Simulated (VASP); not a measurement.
Set up this calculation in VASP 6.6.1, as the native input.

- Task: single point
- Functional: LDA
- Potentials or basis: VASP PAW LDA potentials, release 64 (Zr_sv, B)
- Cutoff: 520 eV
- k mesh: 9 × 9 × 6
- Occupations: gaussian, width 0.1 eV
- Spin: no spin polarisation
- Dipole correction: no
- Further INCAR settings: ALGO = Normal; EDIFF = 1e-06; NBANDS = 16

The structure of ZrB2 (k07) lies in POSCAR:

```
ZrB2
1.0
    3.1356928512      0.0000000000      0.0000000000
   -1.5678464256      2.7155896676      0.0000000000
    0.0000000000      0.0000000000      3.4863225682
Zr B
1 2
Direct
    0.0000000000      0.0000000000      0.0000000000
    0.3333333333      0.6666666667      0.5000000000
    0.6666666667      0.3333333333      0.5000000000
```

These files were run (other wordings do the same):

INCAR

```
PREC     = Accurate       # precision mode
ENCUT    = 520            # plane-wave cutoff, eV
EDIFF    = 1E-6           # SCF threshold, eV
ISMEAR   = 0              # smearing method
SIGMA    = 0.1            # smearing width, eV
LREAL    = False          # projectors in reciprocal space
LASPH    = True           # aspherical terms in the spheres
NELM     = 80             # most SCF steps
ALGO     = Normal         # electronic algorithm
ISIF     = 2              # what is computed and relaxed
LWAVE    = False          # write WAVECAR
LCHARG   = False          # write CHGCAR
NBANDS   = 16             # bands
```

KPOINTS

```
regular mesh
0
Gamma
  9 9 6
```

Potentials or basis: VASP PAW LDA potentials, release 64 (Zr_sv, B).

Launch:

```bash
$ cat potpaw_LDA.64/Zr_sv/POTCAR potpaw_LDA.64/B/POTCAR > POTCAR
$ mpirun -np 1 vasp_std > vasp.out
```

Results of the run:

```json
{"Pressure": "0.3 GPa", "Band gap on the k mesh": "zero (band 9 reaches 11.62 eV, above the bottom of band 10 at 10.81 eV)"}
```

Wall time 8.6 s on 1 thread of Intel(R) Xeon(R) Platinum 8559C (Emerald Rapids), on a shared host, peak memory 0.14 GiB.
